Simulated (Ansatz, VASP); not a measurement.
Given: the input of a run of VASP 6.6.1 on SrO.

Contents of INCAR:

```
ALGO = Normal
EDIFF = 1E-6
EDIFFG = -0.01
ENCUT = 600
GGA = RE
IBRION = 2
ISIF = 3
ISMEAR = -1
IVDW = 12
LASPH = True
LCHARG = False
LREAL = False
LWAVE = False
NELM = 80
NSW = 60
PREC = Accurate
SIGMA = 0.05
```

KPOINTS

```
k-points
0
Gamma
  9 9 9
```

File POSCAR:

```
SrO
1.0
    0.0000000000      2.5663000000      2.5663000000
    2.5663000000      0.0000000000      2.5663000000
    2.5663000000      2.5663000000      0.0000000000
Sr O
1 1
Direct
    0.5000000000      0.5000000000      0.5000000000
    0.0000000000      0.0000000000      0.0000000000
```

Potentials or basis: VASP PAW PBE potentials, release 64 (Sr_sv, O).

The run is started by

```bash
$ cat potpaw_PBE.64/Sr_sv/POTCAR potpaw_PBE.64/O/POTCAR > POTCAR
$ mpirun -np 1 vasp_std > vasp.out
```

Translate it to Ansatz 0.2.0. Potentials there: Ansatz PAW.

As run (the cutoff follows the program's own potentials):

File input.yaml:

```yaml
crystal:
  lattice:
    - [0.0, 2.5663, 2.5663]
    - [2.5663, 0.0, 2.5663]
    - [2.5663, 2.5663, 0.0]
  atoms:
    - { symbol: Sr, position: [0.5, 0.5, 0.5] }
    - { symbol: O, position: [0.0, 0.0, 0.0] }
hamiltonian:
  xc: revpbe
  pseudopotentials: { kind: paw }
  dispersion: d3bj
kpoints:
  mp_grid: { grid: [9, 9, 9] }
scf:
  occupations: { method: fermi_dirac, width: 0.05 }
output:
  forces: true
  stress: true
relax:
  f_tol: 0.01
  max_steps: 40
  cell: { stress_tol: 0.05 }
```

Potentials or basis: Ansatz PAW.

Launch:

```console
$ ansatz run input.yaml --threads 2 --pin off --max-ram 5632MiB --backend cpu --events-out ev --progress --plain --runs-dir out
```

Both were run:

|  | VASP | Ansatz | Ansatz less VASP |
| --- | --- | --- | --- |
| relaxed volume (Å³/atom) | 17.22 | 17.12 | -0.100 |
| relaxed cell length with the largest relative difference (Å) | 3.652 | 3.645 | -0.0071 |

VASP's potentials were made for PBE, not for revPBE.

Noted on Ansatz's run: odd divisions of the mesh miss points on the zone boundary, where band edges often lie, so the gap on the mesh can be too wide; the plane-wave basis is chosen anew once the cell has moved, so the energies of steps on either side of that aren't comparable.
